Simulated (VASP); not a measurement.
# Co (P6_3/mmc) in VASP: notebook

Runs on Co. Level: LDA. Tasks: single point.

Everything below comes from runs of VASP 6.6.1. Logs are shortened: lines on timing, memory, paths and dates and some standing lists are left out, and cuts for length are marked.

### 1 The cell of the first run

Symmetry: P6_3/mmc, No. 194, hexagonal system. Conventional cell: a = 2.400 Å, b = 2.400 Å, c = 3.866 Å, α = 90.00°, β = 90.00°, γ = 120.00°. Within 3.1 Å of Co (site symmetry -6m2) lie 12 Co at 2.38 to 2.40 Å.

### 2 Single point, LDA

File INCAR:

```
ALGO = Normal ; EDIFF = 1E-7
ENCUT = 520 ; ISIF = 2
ISMEAR = -1 ; LASPH = T
LCHARG = F ; LREAL = F
LWAVE = F ; NBANDS = 16
NELM = 100 ; PREC = Accurate
SIGMA = 0.01
```

File KPOINTS:

```
k-points
0
Gamma
  15 15 8
```

File POSCAR:

```
Co
1.0
    2.3995686430      0.0000000000      0.0000000000
   -1.1997843215      2.0780874030      0.0000000000
    0.0000000000      0.0000000000      3.8656883379
Co
2
Direct
    0.3333333333      0.6666666667      0.2500000000
    0.6666666667      0.3333333333      0.7500000000
```

Potentials or basis: VASP PAW LDA potentials, release 64 (Co).

Started as:

```console
> cat potpaw_LDA.64/Co/POTCAR > POTCAR
> mpirun -np 1 vasp_std > vasp.out
```

OUTCAR:

```text
EDIFF = 1E-7
   ENCUT = 520
   ISIF = 2
   ISMEAR = -1
   LASPH = T
   LREAL = F
   NELM = 100
   PREC = Accurate

 ion  position               nearest neighbor table
   1  0.333  0.667  0.250-   2 2.38   2 2.38   2 2.38   2 2.38   2 2.38   2 2.38
   2  0.667  0.333  0.750-   1 2.38   1 2.38   1 2.38   1 2.38   1 2.38   1 2.38

  LATTYP: Found a hexagonal cell.
 ALAT       =     2.3995686430
 C/A-ratio  =     1.6109930213

  Lattice vectors:

 A1 = (   2.3995686430,   0.0000000000,   0.0000000000)
 A2 = (  -1.1997843215,   2.0780874030,   0.0000000000)
 A3 = (   0.0000000000,   0.0000000000,   3.8656883379)

Analysis of symmetry for initial positions (statically):
=====================================================================
 Subroutine PRICEL returns:
 Original cell was already a primitive cell.

 Routine SETGRP: Setting up the symmetry group for a
 hexagonal supercell.

 Subroutine GETGRP returns: Found 24 space group operations
 (whereof 12 operations were pure point group operations)
 out of a pool of 24 trial point group operations.

The static configuration has the point symmetry D_3d.
 The point group associated with its full space group is D_6h.

Analysis of symmetry for dynamics (positions and initial velocities):
=====================================================================
 Subroutine PRICEL returns:
 Original cell was already a primitive cell.

 Routine SETGRP: Setting up the symmetry group for a
 hexagonal supercell.

 Subroutine GETGRP returns: Found 24 space group operations
 (whereof 12 operations were pure point group operations)
 out of a pool of 24 trial point group operations.

The dynamic configuration has the point symmetry D_3d.
 The point group associated with its full space group is D_6h.

 Subroutine INISYM returns: Found 24 space group operations
 (whereof 12 operations are pure point group operations),
 and found     1 'primitive' translations

----------------------------------------------------------------------------------------

                                     Primitive cell

  volume of cell :      19.2763

  direct lattice vectors                    reciprocal lattice vectors
     2.399568643  0.000000000  0.000000000     0.416741568  0.240605857  0.000000000
    -1.199784321  2.078087403  0.000000000     0.000000000  0.481211713  0.000000000
     0.000000000  0.000000000  3.865688338     0.000000000  0.000000000  0.258686141

  length of vectors
     2.399568643  2.399568643  3.865688338     0.481211714  0.481211713  0.258686141

  position of ions in fractional coordinates (direct lattice)
     0.333333333  0.666666667  0.250000000
     0.666666667  0.333333333  0.750000000

  ion indices of the primitive-cell ions
   primitive index   ion index
                 1           1
                 2           2

----------------------------------------------------------------------------------------

 KPOINTS: k-points

Automatic generation of k-mesh.
 Grid dimensions read from file:
 generate k-points for:   15   15    8

 Generating k-lattice:

  Cartesian coordinates                     Fractional coordinates (reciprocal lattice)
     0.027782771  0.016040390  0.000000000     0.066666667  0.000000000  0.000000000
     0.000000000  0.032080781  0.000000000     0.000000000  0.066666667  0.000000000
     0.000000000  0.000000000  0.032335768     0.000000000  0.000000000  0.125000000

  Length of vectors
     0.032080781  0.032080781  0.032335768

  Shift w.r.t. Gamma in fractional coordinates (k-lattice)
     0.000000000  0.000000000  0.000000000

 Subroutine IBZKPT returns following result:
 ===========================================

 Found    135 irreducible k-points:

 Following reciprocal coordinates:
            Coordinates               Weight
  0.000000  0.000000  0.000000      1.000000
  0.066667  0.000000  0.000000      6.000000
  0.133333  0.000000  0.000000      6.000000
  0.200000  0.000000  0.000000      6.000000
  0.266667  0.000000  0.000000      6.000000
  0.333333  0.000000  0.000000      6.000000
[... 16 lines left out ...]
  0.333333  0.200000  0.000000     12.000000
  0.400000  0.200000  0.000000      6.000000
 [... further k-points ...]
   k-points           NKPTS =    135   k-points in BZ     NKDIM =    135   number of bands    NBANDS=     16
   number of dos      NEDOS =    301   number of ions     NIONS =      2
   total plane-waves  NPLWV =   9720
   dimension x,y,z NGX =    18 NGY =   18 NGZ =   30
   dimension x,y,z NGXF=    36 NGYF=   36 NGZF=   60
   ions per type =               2
   NGX,Y,Z   is equivalent  to a cutoff of  12.47, 12.47, 12.90 a.u.
   NGXF,Y,Z  is equivalent  to a cutoff of  24.94, 24.94, 25.80 a.u.
 SYSTEM =  unknown system
   PREC   = accura    normal or accurate (medium, high low for compatibility)
   ISTART =      0    job   : 0-new  1-cont  2-samecut
   ICHARG =      2    charge: 1-file 2-atom 10-const
   ISPIN  =      1    spin polarized calculation?
   LNONCOLLINEAR =      F non collinear calculations
   LSORBIT =      F    spin-orbit coupling
   LASPH  =      T    aspherical Exc in radial PAW
   ENCUT  =  520.0 eV  38.22 Ry    6.18 a.u.   4.46  4.46  7.19*2*pi/ulx,y,z
   NELM   =    100;   NELMIN=  2; NELMDL= -5     # of ELM steps
   EDIFF  = 0.1E-06   stopping-criterion for ELM
   LREAL  =      F    real-space projection
   EDIFFG = 0.1E-05   stopping-criterion for IOM
   NSW    =      0    number of steps for IOM
   IBRION =     -1    ionic relax: 0-MD 1-quasi-New 2-CG
   NFREE  =      0    steps in history (QN), initial steepest desc. (CG)
   ISIF   =      2    stress and relaxation
   ISYM   =      2    0-nonsym 1-usesym 2-fastsym
   POTIM  = 0.5000    time-step for ionic-motion
   TEBEG  =    0.0;   TEEND  =   0.0 temperature during run
   PSTRESS=    0.0 pullay stress
   NELECT =      18.0000    total number of electrons
   NUPDOWN=      -1.0000    fix difference up-down
   EMIN   =  10.00;   EMAX   =-10.00  energy-range for DOS
   EFERMI =   0.00;   METHOD = LEGACY
   ISMEAR =    -1;   SIGMA  =   0.01  broadening in eV -4-tet -1-fermi 0-gaus
   EFERMI_NEDOS =   21; number of points for ismear=-14 and -15
   IALGO  =     38    algorithm
   IMIX   =      4    mixing-type and parameters
     AMIX     =   0.40;   BMIX     =  1.00
     AMIX_MAG =   1.60;   BMIX_MAG =  1.00
  volume/ion in A,a.u.               =       9.64        65.04
  Fermi-wavevector in a.u.,A,eV,Ry     =   1.600139  3.023824 34.836969  2.560445
  Thomas-Fermi vector in A             =   2.697322
   LORBIT       =      0    0 simple, 1 ext, 2 COOP (PROOUT), +10 PAW based schemes
   GGA     = CA    functional components
   LHFCALC =     F    Hartree Fock is set to
   AEXX    =    0.0000 exact exchange contribution
   IVDW    =     0    specifies the selected vdW correction
   LEPSILON=     F    determine dielectric tensor
   LRPA    =     F    only Hartree local field effects (RPA)
 non-spin polarized calculation
  energy-cutoff  :      520.00
  volume of cell :       19.28
 maximum number of plane-waves:       543
 NGX is ok and might be reduce to    18
   NGX =  9   NGY =  9   NGZ = 15

 number of electron      18.0000022 magnetization

 Free energy of the ion-electron system (eV)
  ---------------------------------------------------
  ext. energy  EPLUGINS =         0.00000000
  ---------------------------------------------------
  free energy    TOTEN  =       -16.08030322 eV

  energy without entropy =      -16.07859113  energy(sigma->0) =      -16.07944718

 E-fermi :  11.7746     XC(G=0): -14.4631

 val. band max:       11.7658481113   @ k =   0.3333   0.3333   0.1250
 cond. band min:      11.7748674781   @ k =   0.4000   0.2000   0.2500
 fundamental gap:      0.0090193668
 Fermi energy:        11.7746455155

 k-point     1 :       0.0000    0.0000    0.0000
  band No.  band energies     occupation
      1       2.1781      2.00000
      2       6.4128      2.00000
      3       9.6208      2.00000
      4       9.6534      2.00000
      5       9.6534      2.00000
      6      10.0649      2.00000
[... 8 lines left out ...]
     15      38.1687      0.00000
     16      38.5240      0.00000

 k-point     2 :       0.0667    0.0000    0.0000
  band No.  band energies     occupation
      1       2.3491      2.00000
      2       6.5242      2.00000
      3       9.4085      2.00000
      4       9.7438      2.00000
      5       9.8338      2.00000
      6      10.0183      2.00000
[... 8 lines left out ...]
     15      36.1426      0.00000
     16      36.7308      0.00000

 k-point     3 :       0.1333    0.0000    0.0000
  band No.  band energies     occupation
      1       2.8498      2.00000
      2       6.8245      2.00000
      3       9.1258      2.00000
      4       9.6238      2.00000
      5       9.8514      2.00000
      6      10.0057      2.00000
[... 8 lines left out ...]
     15      34.5953      0.00000
     16      35.1145      0.00000

 k-point     4 :       0.2000    0.0000    0.0000
  band No.  band energies     occupation
      1       3.6391      2.00000
      2       7.1928      2.00000
      3       8.8444      2.00000
      4       8.8452      2.00000
      5       9.6984      2.00000
      6      10.0502      2.00000
[... 8 lines left out ...]
     15      32.6289      0.00000
     16      34.4225      0.00000
[... 324 lines left out ...]
 k-point    22 :       0.2667    0.2000    0.0000
  band No.  band energies     occupation
      1       6.8679      2.00000
      2       7.5475      2.00000
      3       7.7304      2.00000
      4       8.1552      2.00000
      5       9.2079      2.00000
      6       9.8244      2.00000
[... 8 lines left out ...]
     15      23.8045      0.00000
     16      29.7706      0.00000

 k-point    23 :       0.3333    0.2000    0.0000
  band No.  band energies     occupation
      1       7.3525      2.00000
      2       7.4066      2.00000
      3       7.5544      2.00000
      4       8.4255      2.00000
      5       9.2023      2.00000
      6       9.6149      2.00000
[... 8 lines left out ...]
     15      23.9716      0.00000
     16      27.7317      0.00000

 k-point    24 :       0.4000    0.2000    0.0000
  band No.  band energies     occupation
      1       7.3595      2.00000
      2       7.4744      2.00000
      3       7.4850      2.00000
      4       8.5835      2.00000
      5       9.2340      2.00000
      6       9.5070      2.00000
[... 8 lines left out ...]
     15      24.4334      0.00000
     16      26.4913      0.00000

 [... further k-points ...]
[... 5 lines left out ...]
  --------------------------------------------------------------------------------------
  -------------------------------------------------------------------------------------
  Total       -0.2232529     -0.2232529     -0.2445519      0.0000000     -0.0000000      0.0000000
  in kB      -18.5559747    -18.5559747    -20.3262767      0.0000000     -0.0000000      0.0000000
  external PRESSURE =     -19.1460754 kB  Pullay stress =       0.0000000 kB

 VOLUME and BASIS-vectors are now :
 -----------------------------------------------------------------------------
  energy-cutoff  :      520.00
  volume of cell :       19.28
      direct lattice vectors                 reciprocal lattice vectors
     2.399568643  0.000000000  0.000000000     0.416741568  0.240605857  0.000000000
    -1.199784321  2.078087403  0.000000000     0.000000000  0.481211713  0.000000000
     0.000000000  0.000000000  3.865688338     0.000000000  0.000000000  0.258686141

 POSITION                                       TOTAL-FORCE (eV/Angst)
 -----------------------------------------------------------------------------------
     -0.00000      1.38539      0.96642        -0.000000     -0.000000      0.000000
      1.19978      0.69270      2.89927         0.000000      0.000000      0.000000
 -----------------------------------------------------------------------------------
    total drift:                                0.000000     -0.000000     -0.000000

  FREE ENERGIE OF THE ION-ELECTRON SYSTEM (eV)
  ---------------------------------------------------
  free  energy   TOTEN  =       -16.0803032207 eV

  energy  without entropy=      -16.0785911324  energy(sigma->0) =      -16.07944718
```

It took 49 s on 1 thread of AMD EPYC 7R13, shared host; peak memory 0.11 GiB.

Results:

```yaml
Free_energy: -16.0803 eV
Pressure: -1.9 GPa
Band_gap_on_the_k_mesh: zero (bands 9 and 10 overlap by 1.74 eV)
```

Caveat: the run has no spin polarisation, though such a crystal can be magnetic.

### 3 Single point, LDA

File INCAR:

```
  PREC = Accurate
  ENCUT = 520
  EDIFF = 1E-7
  ISMEAR = -1
  SIGMA = 0.03
  LREAL = False
  LASPH = True
  NELM = 100
  ALGO = Normal
  ISIF = 2
  LWAVE = False
  LCHARG = False
  NBANDS = 16
```

File KPOINTS:

```
regular mesh
0
Gamma
  15 15 8
```

POSCAR is that of step 2.

Potentials or basis: VASP PAW LDA potentials, release 64 (Co).

Started as:

```console
> cat potpaw_LDA.64/Co/POTCAR > POTCAR
> mpirun -np 1 vasp_std > vasp.out
```

Wall time 58 s (1 thread of AMD EPYC 7R13, shared host); peak memory 0.11 GiB.

It converged, with:

```
Free energy            : -16.0871 eV
Pressure               : -1.8 GPa
Band gap on the k mesh : zero (bands 9 and 10 overlap by 1.74 eV)
```

Levels at points of the mesh, in eV from the Fermi level:
```
           k point  band 7  band 8  band 9  band 10  band 11  band 12
(0.00, 0.00, 0.00)   -1.71   -1.30   -1.30    -0.07     0.10     0.10
(0.00, 0.00, 0.50)   -2.21   -2.21   -0.28    -0.28    -0.28    -0.28
```

Caveat: the run has no spin polarisation, though such a crystal can be magnetic.

### 4 Single point, LDA

File INCAR:

```
SYSTEM = Co
  ALGO = Normal
  EDIFF = 1E-7
  ENCUT = 520
  ISIF = 2
  ISMEAR = -1
  LASPH = .TRUE.
  LCHARG = .FALSE.
  LREAL = .FALSE.
  LWAVE = .FALSE.
  NBANDS = 16
  NELM = 80
  PREC = Accurate
  SIGMA = 0.2
```

File KPOINTS:

```
k-points
0
G
  15 15 8
  0 0 0
```

POSCAR is that of step 3.

Started as:

```console
> cat potpaw_LDA.64/Co/POTCAR > POTCAR
> mpirun -np 1 vasp_std > vasp.out
```

Wall time 74 s (1 thread of AMD EPYC 7R13, shared host); peak memory 0.11 GiB.

Results (log left out):

```
Free energy            : -16.3840 eV
Pressure               : 1.2 GPa
Band gap on the k mesh : zero (bands 9 and 10 overlap by 1.74 eV)
```

Stress tensor (GPa, compression positive):
```
1.37 0.00 0.00
0.00 1.37 0.00
0.00 0.00 0.89
```

Levels at points of the mesh, in eV from the Fermi level:
| k point | band 5 | band 6 | band 7 | band 8 | band 9 | band 10 | band 11 | band 12 | band 13 | band 14 |
| --- | --- | --- | --- | --- | --- | --- | --- | --- | --- | --- |
| (0.00, 0.00, 0.00) | -2.09 | -1.67 | -1.67 | -1.25 | -1.25 | -0.05 | 0.15 | 0.15 | 7.97 | 22.90 |
| (0.00, 0.00, 0.50) | -2.17 | -2.17 | -2.17 | -2.17 | -0.23 | -0.23 | -0.23 | -0.23 | 16.73 | 16.73 |

Caveat: the run has no spin polarisation, though such a crystal can be magnetic.

### 5 Single point, LDA

File INCAR:

```
SYSTEM = Co
PREC = Accurate ; ENCUT = 520
EDIFF = 1E-6 ; ISMEAR = -1
SIGMA = 0.3 ; LREAL = .FALSE.
LASPH = .TRUE. ; NELM = 100
ALGO = Normal ; ISIF = 2
LWAVE = .FALSE. ; LCHARG = .FALSE.
NBANDS = 16
```

File KPOINTS:

```
Automatic mesh
0
G
  15 15 8
  0 0 0
```

POSCAR is that of step 4.

Started as:

```console
> cat potpaw_LDA.64/Co/POTCAR > POTCAR
> mpirun -np 1 vasp_std > vasp.out
```

Wall time 67 s (1 thread of AMD EPYC 7R13, shared host); peak memory 0.12 GiB.

It converged, with:

* Free energy: -16.7043 eV
* Pressure: 3.9 GPa
* Band gap on the k mesh: zero (bands 9 and 10 overlap by 1.75 eV)

Stress tensor (GPa, compression positive):
```
3.89 0.00 0.00
0.00 3.89 0.00
0.00 0.00 3.79
```

Levels at points of the mesh, in eV from the Fermi level:
| k point | band 7 | band 8 | band 9 | band 10 | band 11 | band 12 |
| --- | --- | --- | --- | --- | --- | --- |
| (0.00, 0.00, 0.00) | -1.67 | -1.24 | -1.24 | -0.05 | 0.17 | 0.17 |
| (0.00, 0.00, 0.50) | -2.16 | -2.16 | -0.22 | -0.22 | -0.22 | -0.22 |

Caveat: the cell stands under pressure; so wide a smearing shifts energies and pressures; the run has no spin polarisation, though such a crystal can be magnetic. Spin polarisation is off, so any magnetic state and its effect on volume and gap are missing.

### 6 Overview

| smearing | gap on the mesh (eV) | pressure (GPa) |
| --- | --- | --- |
| fermi-dirac 0.01 eV | none | -1.9 |
| fermi-dirac 0.03 eV | none | -1.8 |
| fermi-dirac 0.2 eV | none | 1.2 |
| fermi-dirac 0.3 eV | none | 3.9 |

Alike in all rows: task single point; level LDA; potentials or basis VASP PAW LDA potentials, release 64 (Co); no spin polarisation; cell as given; k mesh 15 × 15 × 8; cutoff (eV) 520.

Caveats: the run has no spin polarisation, though such a crystal can be magnetic; the cell stands under pressure (at least some runs); so wide a smearing shifts energies and pressures (at least some runs).

Absolute energies hang on the potentials; compare differences alone.
